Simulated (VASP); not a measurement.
# CdBr (Fd-3m) in VASP: notebook, part 2 of 2

VASP 6.6.1.

## Step 4: Relaxation of cell and atoms, PBE

INCAR reads:

```
SYSTEM = CdBr
ALGO = Normal
EDIFF = 1E-6
EDIFFG = -0.01
ENCUT = 600
GGA = PE
IBRION = 2
ISIF = 3
ISMEAR = 0
LASPH = .TRUE.
LCHARG = .FALSE.
LREAL = .FALSE.
LWAVE = .FALSE.
NELM = 80
NSW = 100
PREC = Accurate
SIGMA = 0.1
```

KPOINTS reads:

```
k-points
0
G
  10 10 10
  0 0 0
```

POSCAR reads:

```
CdBr
1.0
    0.0000000000      3.8602092623      3.8602092623
    3.8602092623      0.0000000000      3.8602092623
    3.8602092623      3.8602092623      0.0000000000
Cd Br
2 2
Direct
    0.5000000000      0.5000000000      0.5000000000
    0.7500000000      0.7500000000      0.7500000000
    0.0000000000      0.0000000000      0.0000000000
    0.2500000000      0.2500000000      0.2500000000
```

Potentials or basis: VASP PAW PBE potentials, release 64 (Cd, Br).

Started as:

```bash
$ cat potpaw_PBE.64/Cd/POTCAR potpaw_PBE.64/Br/POTCAR > POTCAR
$ mpirun -np 1 vasp_std > vasp.out
```

OUTCAR:

```text
SYSTEM = CdBr
   EDIFF = 1E-6
   EDIFFG = -0.01
   ENCUT = 600
   GGA = PE
   IBRION = 2
   ISIF = 3
   ISMEAR = 0
   LASPH = .TRUE.
   LREAL = .FALSE.
   NELM = 80
   NSW = 100
   PREC = Accurate

 ion  position               nearest neighbor table
   1  0.500  0.500  0.500-   2 3.34   2 3.34   2 3.34   2 3.34
   2  0.750  0.750  0.750-   1 3.34   1 3.34   1 3.34   1 3.34
   3  0.000  0.000  0.000-
   4  0.250  0.250  0.250-

  LATTYP: Found a face centered cubic cell.
 ALAT       =     7.7204185246

  Lattice vectors:

 A1 = (   0.0000000000,   3.8602092623,   3.8602092623)
 A2 = (   3.8602092623,   0.0000000000,   3.8602092623)
 A3 = (   3.8602092623,   3.8602092623,   0.0000000000)

Analysis of symmetry for initial positions (statically):
=====================================================================
 Subroutine PRICEL returns:
 Original cell was already a primitive cell.

 Routine SETGRP: Setting up the symmetry group for a
 face centered cubic supercell.

 Subroutine GETGRP returns: Found 48 space group operations
 (whereof 24 operations were pure point group operations)
 out of a pool of 48 trial point group operations.

The static configuration has the point symmetry T_d .
 The point group associated with its full space group is O_h .

Analysis of symmetry for dynamics (positions and initial velocities):
=====================================================================
 Subroutine PRICEL returns:
 Original cell was already a primitive cell.

 Routine SETGRP: Setting up the symmetry group for a
 face centered cubic supercell.

 Subroutine GETGRP returns: Found 48 space group operations
 (whereof 24 operations were pure point group operations)
 out of a pool of 48 trial point group operations.

The dynamic configuration has the point symmetry T_d .
 The point group associated with its full space group is O_h .

 Subroutine INISYM returns: Found 48 space group operations
 (whereof 24 operations are pure point group operations),
 and found     1 'primitive' translations

----------------------------------------------------------------------------------------

                                     Primitive cell

  volume of cell :     115.0436

  direct lattice vectors                    reciprocal lattice vectors
     0.000000000  3.860209262  3.860209262    -0.129526657  0.129526657  0.129526657
     3.860209262  0.000000000  3.860209262     0.129526657 -0.129526657  0.129526657
     3.860209262  3.860209262  0.000000000     0.129526657  0.129526657 -0.129526657

  length of vectors
     5.459160292  5.459160292  5.459160292     0.224346750  0.224346750  0.224346750

  position of ions in fractional coordinates (direct lattice)
     0.500000000  0.500000000  0.500000000
     0.750000000  0.750000000  0.750000000
     0.000000000  0.000000000  0.000000000
     0.250000000  0.250000000  0.250000000

  ion indices of the primitive-cell ions
   primitive index   ion index
                 1           1
                 2           2
                 3           3
                 4           4

[... 33 lines left out ...]
  0.500000  0.000000  0.000000      4.000000
[... 16 lines left out ...]
  0.300000  0.300000  0.000000      6.000000
  0.400000  0.300000  0.000000     24.000000
 [... further k-points ...]
   k-points           NKPTS =     47   k-points in BZ     NKDIM =     47   number of bands    NBANDS=     23
   number of dos      NEDOS =    301   number of ions     NIONS =      4
   total plane-waves  NPLWV = 110592
   dimension x,y,z NGX =    48 NGY =   48 NGZ =   48
   dimension x,y,z NGXF=    96 NGYF=   96 NGZF=   96
   ions per type =               2   2
   NGX,Y,Z   is equivalent  to a cutoff of  14.62, 14.62, 14.62 a.u.
   NGXF,Y,Z  is equivalent  to a cutoff of  29.23, 29.23, 29.23 a.u.
 SYSTEM =  CdBr
   PREC   = accura    normal or accurate (medium, high low for compatibility)
   ISTART =      0    job   : 0-new  1-cont  2-samecut
   ICHARG =      2    charge: 1-file 2-atom 10-const
   ISPIN  =      1    spin polarized calculation?
   LNONCOLLINEAR =      F non collinear calculations
   LSORBIT =      F    spin-orbit coupling
   LASPH  =      T    aspherical Exc in radial PAW
   ENCUT  =  600.0 eV  44.10 Ry    6.64 a.u.  10.90 10.90 10.90*2*pi/ulx,y,z
   NELM   =     80;   NELMIN=  2; NELMDL= -5     # of ELM steps
   EDIFF  = 0.1E-05   stopping-criterion for ELM
   LREAL  =      F    real-space projection
   EDIFFG = -.1E-01   stopping-criterion for IOM
   NSW    =    100    number of steps for IOM
   IBRION =      2    ionic relax: 0-MD 1-quasi-New 2-CG
   NFREE  =      1    steps in history (QN), initial steepest desc. (CG)
   ISIF   =      3    stress and relaxation
   ISYM   =      2    0-nonsym 1-usesym 2-fastsym
   POTIM  = 0.5000    time-step for ionic-motion
   TEBEG  =    0.0;   TEEND  =   0.0 temperature during run
   PSTRESS=    0.0 pullay stress
   NELECT =      38.0000    total number of electrons
   NUPDOWN=      -1.0000    fix difference up-down
   EMIN   =  10.00;   EMAX   =-10.00  energy-range for DOS
   EFERMI =   0.00;   METHOD = LEGACY
   ISMEAR =     0;   SIGMA  =   0.10  broadening in eV -4-tet -1-fermi 0-gaus
   EFERMI_NEDOS =   21; number of points for ismear=-14 and -15
   IALGO  =     38    algorithm
   IMIX   =      4    mixing-type and parameters
     AMIX     =   0.40;   BMIX     =  1.00
     AMIX_MAG =   1.60;   BMIX_MAG =  1.00
  volume/ion in A,a.u.               =      28.76       194.09
  Fermi-wavevector in a.u.,A,eV,Ry     =   1.131658  2.138523 17.424298  1.280650
  Thomas-Fermi vector in A             =   2.268357
   LORBIT       =      0    0 simple, 1 ext, 2 COOP (PROOUT), +10 PAW based schemes
   GGA     = PE    functional components
   LHFCALC =     F    Hartree Fock is set to
   AEXX    =    0.0000 exact exchange contribution
   IVDW    =     0    specifies the selected vdW correction
   LEPSILON=     F    determine dielectric tensor
   LRPA    =     F    only Hartree local field effects (RPA)
 conjugate gradient relaxation of ions
 non-spin polarized calculation
 Gauss-broadening in eV      SIGMA  =   0.10
  energy-cutoff  :      600.00
  volume of cell :      115.04
 maximum number of plane-waves:      3862
 NGX is ok and might be reduce to    48
   NGX = 21   NGY = 21   NGZ = 21

--------------------------------------- Ionic step        1  -------------------------------------------

 number of electron      38.0000001 magnetization

 Free energy of the ion-electron system (eV)
  ---------------------------------------------------
  ext. energy  EPLUGINS =         0.00000000
  ---------------------------------------------------
  free energy    TOTEN  =        -4.91761957 eV

  energy without entropy =       -4.90476458  energy(sigma->0) =       -4.91119207

------------------------ aborting loop because EDIFF is reached ----------------------------------------

  FORCE on cell =-STRESS in cart. coord.  units (eV):
  Direction    XX          YY          ZZ          XY          YZ          ZX
  --------------------------------------------------------------------------------------
  -------------------------------------------------------------------------------------
  Total       -0.9088089     -0.9088089     -0.9088089      0.0000000     -0.0000000      0.0000000
  in kB      -12.6567032    -12.6567032    -12.6567032      0.0000000     -0.0000000      0.0000000
  external PRESSURE =     -12.6567032 kB  Pullay stress =       0.0000000 kB
[... 101 lines left out ...]
--------------------------------------- Ionic step        4  -------------------------------------------

 number of electron      38.0000003 magnetization

 Free energy of the ion-electron system (eV)
  ---------------------------------------------------
  ext. energy  EPLUGINS =         0.00000000
  ---------------------------------------------------
  free energy    TOTEN  =        -4.94143501 eV

  energy without entropy =       -4.92910434  energy(sigma->0) =       -4.93526968

 E-fermi :   1.5723     XC(G=0):  -9.4188

 val. band max:        1.5465906366   @ k =   0.4000   0.3000   0.0000
 cond. band min:       1.5727686126   @ k =   0.3000   0.3000   0.0000
 fundamental gap:      0.0261779760
 Fermi energy:         1.5722687463

 k-point     1 :       0.0000    0.0000    0.0000
  band No.  band energies     occupation
      1     -13.4308      2.00000
      2     -12.1611      2.00000
      3      -6.7601      2.00000
      4      -6.7601      2.00000
      5      -6.7601      2.00000
      6      -6.7020      2.00000
[... 613 lines left out ...]
     22       5.3181      0.00000
     23       6.9140      0.00000

 [... further k-points ...]

------------------------ aborting loop because EDIFF is reached ----------------------------------------

  FORCE on cell =-STRESS in cart. coord.  units (eV):
  Direction    XX          YY          ZZ          XY          YZ          ZX
  --------------------------------------------------------------------------------------
  -------------------------------------------------------------------------------------
  Total       -0.0035709     -0.0035709     -0.0035709     -0.0000000      0.0000000      0.0000000
  in kB       -0.0523170     -0.0523170     -0.0523170     -0.0000000      0.0000000      0.0000000
  external PRESSURE =      -0.0523170 kB  Pullay stress =       0.0000000 kB
[... 19 lines left out ...]
  FREE ENERGIE OF THE ION-ELECTRON SYSTEM (eV)
  ---------------------------------------------------
  free  energy   TOTEN  =        -4.9414350115 eV

  energy  without entropy=       -4.9291043394  energy(sigma->0) =       -4.93526968

 reached required accuracy - stopping structural energy minimisation
```

OSZICAR:

```text
N       E                     dE             d eps       ncg     rms          rms(c)
DAV:   1     0.276278147602E+03    0.27628E+03   -0.19725E+04  2162   0.167E+03
DAV:   2     0.111085196527E+02   -0.26517E+03   -0.25918E+03  2463   0.367E+02
[... 29 lines left out ...]
   3 F= -.49413318E+01 E0= -.49351500E+01  d E =-.237122E-01
       N       E                     dE             d eps       ncg     rms          rms(c)
DAV:   1    -0.494491739198E+01   -0.35853E-02   -0.76896E-02  2176   0.254E+00    0.423E-01
DAV:   2    -0.494173417272E+01    0.31832E-02   -0.87610E-03  2197   0.887E-01    0.117E-01
DAV:   3    -0.494145511464E+01    0.27906E-03   -0.10119E-03  2337   0.242E-01    0.986E-02
DAV:   4    -0.494143449457E+01    0.20620E-04   -0.34165E-05  2274   0.432E-02    0.263E-02
DAV:   5    -0.494143501149E+01   -0.51692E-06   -0.71242E-06  2484   0.174E-02
   4 F= -.49414350E+01 E0= -.49352697E+01  d E =-.238154E-01
```

CONTCAR:

```text
CdBr
   1.00000000000000
    -0.0000000000000000    3.7955135094244188    3.7955135094244188
     3.7955135094244188   -0.0000000000000000    3.7955135094244188
     3.7955135094244188    3.7955135094244188   -0.0000000000000000
  Cd              Br
     2     2
Direct
     0.5000000000000000    0.5000000000000000    0.5000000000000000
     0.7500000000000000    0.7500000000000000    0.7500000000000000
     0.0000000000000000    1.0000000000000000    1.0000000000000000
     0.2500000000000000    0.2500000000000000    0.2500000000000000

  0.00000000E+00  0.00000000E+00  0.00000000E+00
  0.00000000E+00  0.00000000E+00  0.00000000E+00
  0.00000000E+00  0.00000000E+00  0.00000000E+00
  0.00000000E+00  0.00000000E+00  0.00000000E+00
```

It took 9.5 min on 1 thread of Oxide Virtual Turin-like, shared host; peak memory 0.39 GiB.

Results:

| Property | Result |
| --- | --- |
| Free energy | -4.9414 eV |
| Relaxed volume | 27.34 Å³/atom |
| Relaxed cell | a = 5.368 Å, b = 5.368 Å, c = 5.368 Å, α = 60.00°, β = 60.00°, γ = 60.00° |
| Space group after relaxing (to 0.05 Å) | Fd-3m (No. 227) |
| Energy gained by relaxing | 6.0 meV/atom |
| Ionic steps | 4 |
| Pressure after relaxing | 0.0 GPa |
| Band gap on the k mesh | zero (band 19 reaches 1.62 eV, above the bottom of band 20 at 1.46 eV) |

Step by step:
| step | energy change (eV) | largest force (eV/Å) | pressure (GPa) | volume (Å³) |
| --- | --- | --- | --- | --- |
| 1 | 0.0000 | 0.0000 | -1.27 | 115.04 |
| 2 | -0.0208 | 0.0000 | -0.46 | 111.30 |
| 3 | -0.0237 | 0.0000 | -0.08 | 109.69 |
| 4 | -0.0238 | 0.0000 | -0.01 | 109.36 |

Final structure:
```cif
data_structure
_symmetry_space_group_name_H-M 'P 1'
_symmetry_Int_Tables_number 1
_cell_length_a 5.3677
_cell_length_b 5.3677
_cell_length_c 5.3677
_cell_angle_alpha 60.000
_cell_angle_beta 60.000
_cell_angle_gamma 60.000
_cell_volume 109.36
loop_
_atom_site_label
_atom_site_type_symbol
_atom_site_fract_x
_atom_site_fract_y
_atom_site_fract_z
_atom_site_occupancy
Cd1 Cd 0.50000 0.50000 0.50000 1
Cd2 Cd 0.75000 0.75000 0.75000 1
Br1 Br 0.00000 0.00000 0.00000 1
Br2 Br 0.25000 0.25000 0.25000 1
```

## Step 5: Summary

| task | cell | k mesh | cutoff (eV) | gap on the mesh (eV) | pressure (GPa) |
| --- | --- | --- | --- | --- | --- |
| single point | a = 5.459 Å, angles 60.0°, 4 atoms | 4 × 4 × 4 | 520 | none | -1.1 |
| single point | a = 5.364 Å, angles 60.0°, 4 atoms | 10 × 10 × 10 | 520 | none | 0.1 |
| relaxation of cell and atoms | relaxed from a = 5.459 Å, angles 60.0°, 4 atoms | 10 × 10 × 10 | 600 | none | 0.0 |

Alike in all rows: level PBE; potentials or basis VASP PAW PBE potentials, release 64 (Cd, Br); no spin polarisation; smearing gaussian 0.1 eV.

Total energies depend on the potentials used, so only differences within one code and one set of settings carry meaning.
